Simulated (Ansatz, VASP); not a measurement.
One calculation of CaS, two programs

File INCAR:

```
ALGO = Normal ; EDIFF = 1E-6
ENCUT = 500 ; GGA = PS
GGA_COMPAT = F ; ISIF = 2
ISMEAR = 0 ; LASPH = T
LCHARG = F ; LREAL = F
LWAVE = F ; NBANDS = 15
NELM = 120 ; PREC = Accurate
SIGMA = 0.01
```

File KPOINTS:

```
k-points
0
Gamma
  8 8 8
```

The input POSCAR:

```
CaS
1.0
    0.0000000000      2.8171705784      2.8030847255
    2.8171705784      0.0000000000      2.8030847255
    2.8171705784      2.8171705784      0.0000000000
Ca S
1 1
Direct
    0.0000000000      0.0000000000      0.0000000000
    0.5000000000      0.5000000000      0.5000000000
```

Input for Ansatz:

```yaml
crystal:
  lattice:
    - [0.0, 2.81717057841, 2.80308472552]
    - [2.81717057841, 0.0, 2.80308472552]
    - [2.81717057841, 2.81717057841, 0.0]
  atoms:
    - { symbol: Ca, position: [0.0, 0.0, 0.0] }
    - { symbol: S, position: [0.5, 0.5, 0.5] }
kpoints:
  mp_grid: { grid: [8, 8, 8] }
scf:
  occupations: { method: fixed }
  convergence: { dr2_threshold: 1.0e-10 }
hamiltonian:
  xc: pbesol
  pseudopotentials: { kind: all_electron, lapw: { basis_error: 0.0005 } }
output:
  forces: true
  stress: true
  eigenstates:
    kpoints:
      - [0.0, 0.0, 0.0]
      - [0.0, -0.5, -0.5]
      - [-0.5, 0.0, -0.5]
      - [-0.5, -0.5, 0.0]
      - [-0.5, 0.0, 0.0]
      - [0.0, -0.5, 0.0]
      - [0.0, 0.0, -0.5]
      - [-0.5, -0.5, -0.5]
  eigenvalues: true
```

Change from the starting cell: z stretched by -0.5 %, x and y held.

Alike in both runs: task single point; functional PBEsol; k mesh 8 × 8 × 8; no spin polarisation.

|  | VASP | Ansatz |
| --- | --- | --- |
| version | VASP 6.6.1 | Ansatz 0.2.0 |
| potentials or method | VASP PAW PBE potentials, release 64 (Ca_sv, S), cutoff 500 eV | all-electron LAPW, scalar-relativistic |
| occupations | gaussian, width 0.01 eV | fixed |

VASP gave:

```
gap on the k mesh at the Fermi level (eV)                     : 2.14
pressure (GPa)                                                : 0.5
traceless stress, the component that is largest in VASP (GPa) : 0.40
```

Q: Estimate Ansatz's values.

A: gap on the k mesh at the Fermi level (eV): 2.14; pressure (GPa): 0.3; traceless stress, the component that is largest in VASP (GPa): 0.40.

VASP's potentials were made for PBE, not for PBEsol. Ansatz ran all-electron here, and VASP with PAW potentials.
